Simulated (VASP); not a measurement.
The system is KI.

```
K I
1.0
     0.00000    3.54457    3.54457
     3.54457    0.00000    3.54457
     3.54457    3.54457    0.00000
K I
1 1
Direct
  0.00000 0.00000 0.00000
  0.50000 0.50000 0.50000
```

Base run:

```yaml
Program: VASP 6.6.1
Functional: r2SCAN
Dispersion: rVV10
Potentials_or_basis: VASP PAW PBE potentials, release 64 (K_sv, I)
Cutoff: 520 eV
k_mesh: 4 × 4 × 4
Occupations: gaussian, width 0.01 eV
Spin: no spin polarisation
```

Its results: band gap on the k mesh 4.48 eV; pressure -0.4 GPa.

Question: The run is repeated on the same cell with these changes: dispersion from rVV10 to D3(BJ). What comes out?

Answer: Band gap on the k mesh 4.58 eV; pressure -0.4 GPa.

Caveats: the PAW data sets were made with another functional, which shifts forces and pressure a little; spin-orbit coupling is left out, which moves the levels of the heavy elements.

